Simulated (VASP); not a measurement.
Input of a VASP 6.6.1 run:

The input POSCAR:

```
Ti
1.0
    0.0000000000      2.7838202825      2.7838202825
    2.7838202825      0.0000000000      2.7838202825
    2.7838202825      2.7838202825      0.0000000000
Ti
2
Direct
    0.1250000000      0.1250000000      0.1250000000
    0.8750000000      0.8750000000      0.8750000000
```

The input INCAR.step1:

```
PREC = Accurate ; ENCUT = 520
ISMEAR = -1 ; SIGMA = 0.1
LREAL = False ; LASPH = True
NELM = 60 ; NBANDS = 19
GGA = PE ; ALGO = Normal
EDIFF = 1E-4 ; LWAVE = True
LCHARG = False
```

Contents of INCAR.step2:

```
PREC = Accurate ; ENCUT = 520
EDIFF = 1E-6 ; ISMEAR = -1
SIGMA = 0.1 ; LREAL = False
LASPH = True ; NELM = 60
ALGO = Normal ; ISIF = 2
LWAVE = False ; LCHARG = False
METAGGA = R2SCAN ; LMIXTAU = True
NBANDS = 19 ; ISTART = 1
```

KPOINTS

```
regular mesh
0
Gamma
  16 16 16
```

Potentials or basis: VASP PAW PBE potentials, release 64 (Ti_sv).

The run is started by

```sh
$ cat potpaw_PBE.64/Ti_sv/POTCAR > POTCAR
$ cp INCAR.step1 INCAR
$ mpirun -np 1 vasp_std > vasp.out
$ cp INCAR.step2 INCAR
$ mpirun -np 1 vasp_std > vasp.out
```

What does it give for the pressure?

0.3 GPa.

Estimate the band gap on the k mesh.

zero (band 12 reaches 6.13 eV, above the bottom of band 13 at 5.84 eV).

Caveat: the PAW data sets were made with another functional, which shifts forces and pressure a little.
